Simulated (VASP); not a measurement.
**Mo: single point with PBEsol**

Mo:

```
Mo
1.0
    -1.54463    1.54463    1.54463
     1.54463   -1.54463    1.54463
     1.54463    1.54463   -1.54463
Mo
1
Cartesian
  0.0000 0.0000 0.0000
```

```yaml
Program: VASP 6.6.1
Task: single point
Functional: PBEsol
Potentials_or_basis: VASP PAW PBE potentials, release 64 (Mo_sv)
Cutoff: 520 eV
k_mesh: 23 × 23 × 23
Occupations: fermi-dirac, width 0.1 eV
Spin: no spin polarisation
```

```json
{
  "Pressure": "12.5 GPa",
  "Band gap on the k mesh": "zero (bands 7 and 8 overlap by 5.70 eV)"
}
```

Levels at points of the mesh, in eV from the Fermi level:
```
           k point  band 5  band 6  band 7  band 8  band 9  band 10
(0.00, 0.00, 0.00)   -7.47   -1.49   -1.49   -1.49    1.75     1.75
```

Wall time 64 s on 1 thread of Intel Xeon 8259CL, on a shared host, peak memory 0.18 GiB.

Caveat: the cell stands under pressure; the PAW data sets were made with another functional, which shifts forces and pressure a little.
